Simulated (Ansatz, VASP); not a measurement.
## One calculation of SnS, two programs

```
CELL_PARAMETERS angstrom
11.20000 0.00000 0.00000
0.00000 3.98700 0.00000
0.00000 0.00000 4.33400
ATOMIC_POSITIONS crystal
Sn 0.11940 0.25000 0.11980
Sn 0.38060 0.75000 0.61980
Sn 0.61940 0.25000 0.38020
Sn 0.88060 0.75000 0.88020
S 0.85080 0.25000 0.47930
S 0.64920 0.75000 0.97930
S 0.35080 0.25000 0.02070
S 0.14920 0.75000 0.52070
```

Alike in both runs: task single point; functional PBE; k mesh 2 × 4 × 4; no spin polarisation.

|  | VASP | Ansatz |
| --- | --- | --- |
| version | VASP 6.6.1 | Ansatz 0.2.0 |
| potentials or method | VASP PAW PBE potentials, release 64 (Sn_d, S) | plane waves, PAW |
| plane-wave cutoff (eV) | 500 | 420 |
| occupations | gaussian, width 0.01 eV | fixed |
| valence electrons in the cell | 80 | 80 |

|  | VASP | Ansatz | Ansatz less VASP |
| --- | --- | --- | --- |
| gap on the k mesh at the Fermi level (eV) | 0.98 | 0.99 | +0.008 |
